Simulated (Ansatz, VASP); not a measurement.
**One calculation of PtSe2, two programs**

The input POSCAR:

```
PtSe2
1.0
    3.7069017943      0.0000000000      0.0000000000
   -1.8534508971      3.2102711232      0.0000000000
    0.0000000000      0.0000000000     31.1215005226
Se Pt
2 1
Direct
    0.6666666667      0.3333333333      0.4574342089
    0.3333333333      0.6666666667      0.5425657911
    0.0000000000      0.0000000000      0.5000000000
```

File INCAR.step1:

```
SYSTEM = PtSe2
ALGO     = Normal         ! electronic algorithm
DIPOL    = 0.5 0.5 0.500
EDIFF    = 1E-4           ! SCF threshold, eV
ENCUT    = 520            ! plane-wave cutoff, eV
GGA      = PE             ! functional
IDIPOL   = 3            
ISMEAR   = 0              ! smearing method
LASPH    = .TRUE.         ! aspherical terms in the spheres
LCHARG   = .FALSE.        ! write CHGCAR
LDIPOL   = .TRUE.       
LREAL    = .FALSE.        ! projectors in reciprocal space
LWAVE    = .TRUE.         ! write WAVECAR
NBANDS   = 18             ! bands
NELM     = 80             ! most SCF steps
PREC     = Accurate       ! precision mode
SIGMA    = 0.02           ! smearing width, eV
```

Contents of INCAR.step2:

```
SYSTEM = PtSe2
ALGO     = Normal         ! electronic algorithm
DIPOL    = 0.5 0.5 0.500
EDIFF    = 1E-6           ! SCF threshold, eV
ENCUT    = 520            ! plane-wave cutoff, eV
IDIPOL   = 3            
ISIF     = 2              ! what is computed and relaxed
ISMEAR   = 0              ! smearing method
ISTART   = 1            
LASPH    = .TRUE.         ! aspherical terms in the spheres
LCHARG   = .FALSE.        ! write CHGCAR
LDIPOL   = .TRUE.       
LMIXTAU  = .TRUE.       
LREAL    = .FALSE.        ! projectors in reciprocal space
LWAVE    = .FALSE.        ! write WAVECAR
METAGGA  = R2SCAN         ! meta-GGA
NBANDS   = 18             ! bands
NELM     = 80             ! most SCF steps
PREC     = Accurate       ! precision mode
SIGMA    = 0.02           ! smearing width, eV
```

File KPOINTS:

```
k-points
0
G
  9 9 1
  0 0 0
```

Input for Ansatz:

```yaml
crystal:
  lattice:
    - [3.7069017943, 0.0, 0.0]
    - [-1.8534508971, 3.2102711232, 0.0]
    - [0.0, 0.0, 31.1215005226]
  atoms:
    - { symbol: Se, position: [0.6666666667, 0.3333333333, 0.4574342089] }
    - { symbol: Pt, position: [0.0, 0.0, 0.5] }
    - { symbol: Se, position: [0.3333333333, 0.6666666667, 0.5425657911] }
  periodic: [true, true, false]
basis:
  ecutwfc: 500
kpoints:
  mp_grid: { grid: [9, 9, 1] }
  band_path:
    path:
      - [0.0, 0.0, 0.0]
      - [0.05, 0.0, 0.0]
      - [0.1, 0.0, 0.0]
      - [0.15, 0.0, 0.0]
      - [0.2, 0.0, 0.0]
      - [0.25, 0.0, 0.0]
      - [0.3, 0.0, 0.0]
      - [0.35, 0.0, 0.0]
      - [0.4, 0.0, 0.0]
      - [0.45, 0.0, 0.0]
      - [0.5, 0.0, 0.0]
      - [0.4833333333, 0.0333333333, 0.0]
      - [0.4666666667, 0.0666666667, 0.0]
      - [0.45, 0.1, 0.0]
      - [0.4333333333, 0.1333333333, 0.0]
      - [0.4166666667, 0.1666666667, 0.0]
      - [0.4, 0.2, 0.0]
      - [0.3833333333, 0.2333333333, 0.0]
      - [0.3666666667, 0.2666666667, 0.0]
      - [0.35, 0.3, 0.0]
      - [0.3333333333, 0.3333333333, 0.0]
      - [0.3, 0.3, 0.0]
      - [0.2666666667, 0.2666666667, 0.0]
      - [0.2333333333, 0.2333333333, 0.0]
      - [0.2, 0.2, 0.0]
      - [0.1666666667, 0.1666666667, 0.0]
      - [0.1333333333, 0.1333333333, 0.0]
      - [0.1, 0.1, 0.0]
      - [0.0666666667, 0.0666666667, 0.0]
      - [0.0333333333, 0.0333333333, 0.0]
      - [-0.083333, 0.041667, 0.0]
      - [0.0, 0.229167, 0.0]
    npoints: 1
hamiltonian:
  xc: r2scan
scf:
  occupations: { method: gaussian, width: 0.02 }
  n_extra_bands: 6
output:
  forces: true
  stress: true
  eigenvalues: true
  write_density: true
  write_potential: true
  elf: true
  volumetric_format: npy
```

Alike in both runs: task single point; functional r2SCAN; k mesh 9 × 9 × 1; occupations gaussian, width 0.02 eV; no spin polarisation.

|  | VASP | Ansatz |
| --- | --- | --- |
| version | VASP 6.6.1 | Ansatz 0.2.0 |
| potentials or method | VASP PAW PBE potentials, release 64 (Se, Pt), cutoff 520 eV | scalar-relativistic, plane waves, PAW |
| valence electrons in the cell | 22 | 50 |

```tsv
	VASP	Ansatz	Ansatz less VASP
gap on the k mesh at the Fermi level (eV)	1.57	1.58	+0.011
least direct gap on the mesh (eV)	1.81	1.83	+0.013
rms of the force components (eV/Å)	0.046	0.050	+0.0041
```

VASP's potentials were made for PBE, not for r2SCAN. VASP's potentials hold 22 valence electrons a cell and Ansatz's 50, so a difference there can come from the potentials and not from the codes. Ansatz's warnings: xc potential rough in thin density.

Neither program's run includes spin-orbit coupling.
